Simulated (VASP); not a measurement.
Runs of VASP 6.6.1 on ZnCu. The structure is that of space group Pm-3m (No. 221), or close to it. The cells are those of the table. 

```csv
potentials or basis,cell,k mesh,cutoff (eV),gap on the mesh (eV),pressure (GPa)
"VASP PAW PBE potentials, release 64 (Zn, Cu_sv_GW)","a = 2.988 Å, 2 atoms",14 × 14 × 14,700,none,-4.6
"VASP PAW PBE potentials, release 64 (Zn, Cu_sv_GW)","a = 3.029, b = 3.029, c = 2.941 Å, 2 atoms",12 × 12 × 12,700,none,(a)
"VASP PAW PBE potentials, release 64 (Zn, Cu)","a = 2.993 Å, 2 atoms",14 × 14 × 14,520,none,(b)
"VASP PAW PBE potentials, release 64 (Zn, Cu)","a = 2.933 Å, 2 atoms",14 × 14 × 14,520,none,4.4
"VASP PAW PBE potentials, release 64 (Zn, Cu)","a = 2.903 Å, 2 atoms",14 × 14 × 14,520,none,8.9
```

Alike in all rows: task single point; level PBE; no spin polarisation; smearing gaussian 0.1 eV.

Problem. Fill in the values left out.

Solution. (a) -5.6; (b) -2.2.

Caveats: the cell stands under tension (at least some runs); the cell stands under pressure (at least some runs).

A gap of «none» marks levels without a gap at the run's occupations.

The runs don't all hold the same shells in valence.
